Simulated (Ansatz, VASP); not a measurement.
## Ge in VASP and in Ansatz

The input INCAR:

```
  PREC = Accurate
  ENCUT = 520
  EDIFF = 1E-6
  ISMEAR = 0
  SIGMA = 0.1
  LREAL = False
  LASPH = True
  NELM = 60
  ALGO = Normal
  ISIF = 2
  LWAVE = False
  LCHARG = False
  LDIPOL = True
  IDIPOL = 3
  DIPOL = 0.5 0.5 0.500
  GGA = PS
  NBANDS = 51
```

Contents of KPOINTS:

```
regular mesh
0
Gamma
  9 9 1
```

Contents of POSCAR:

```
Ge
1.0
    3.9969678637      0.0000000000      0.0000000000
   -1.9984839318      3.4614757080      0.0000000000
    0.0000000000      0.0000000000     22.4263442933
Ge
6
Direct
    0.3333333333      0.6666666667      0.3344281128
    0.6666666667      0.3333333333      0.3714372279
    0.6666666667      0.3333333333      0.4814954425
    0.3333333333      0.6666666667      0.5185045575
    0.3333333333      0.6666666667      0.6285627721
    0.6666666667      0.3333333333      0.6655718872
```

Input for Ansatz:

```yaml
crystal:
  lattice:
    - [3.9969678637, 0.0, 0.0]
    - [-1.9984839318, 3.461475708, 0.0]
    - [0.0, 0.0, 22.4263442933]
  atoms:
    - { symbol: Ge, position: [0.3333333333, 0.6666666667, 0.3344281128] }
    - { symbol: Ge, position: [0.6666666667, 0.3333333333, 0.3714372279] }
    - { symbol: Ge, position: [0.6666666667, 0.3333333333, 0.4814954425] }
    - { symbol: Ge, position: [0.3333333333, 0.6666666667, 0.5185045575] }
    - { symbol: Ge, position: [0.3333333333, 0.6666666667, 0.6285627721] }
    - { symbol: Ge, position: [0.6666666667, 0.3333333333, 0.6655718872] }
basis:
  ecutwfc: 420
kpoints:
  mp_grid: { grid: [9, 9, 1] }
hamiltonian:
  xc: pbesol
scf:
  occupations: { method: gaussian, width: 0.1 }
  n_extra_bands: 1
output:
  forces: true
  stress: true
  eigenvalues: true
efield:
  axis: 3
  dipole_correction: true
  ramp_width: 0.04
```

Alike in both runs: task single point; functional PBEsol; k mesh 9 × 9 × 1; occupations gaussian, width 0.1 eV; no spin polarisation.

|  | VASP | Ansatz |
| --- | --- | --- |
| version | VASP 6.6.1 | Ansatz 0.2.0 |
| potentials or method | VASP PAW PBE potentials, release 64 (Ge_d), cutoff 520 eV | scalar-relativistic, plane waves, PAW |
| valence electrons in the cell | 84 | 84 |

VASP gave:

| Quantity | Value |
| --- | --- |
| gap on the k mesh at the Fermi level (eV) | none |
| rms of the force components (eV/Å) | 0.123 |

**Question.** What did Ansatz give for the same quantities?

**Answer.** gap on the k mesh at the Fermi level (eV): none; rms of the force components (eV/Å): 0.119.

VASP's potentials were made for PBE, not for PBEsol. Atom by atom the forces differ by 0.004 eV/Å (rms over components). A gap of «none» marks a metal or a gap that the smearing closes.
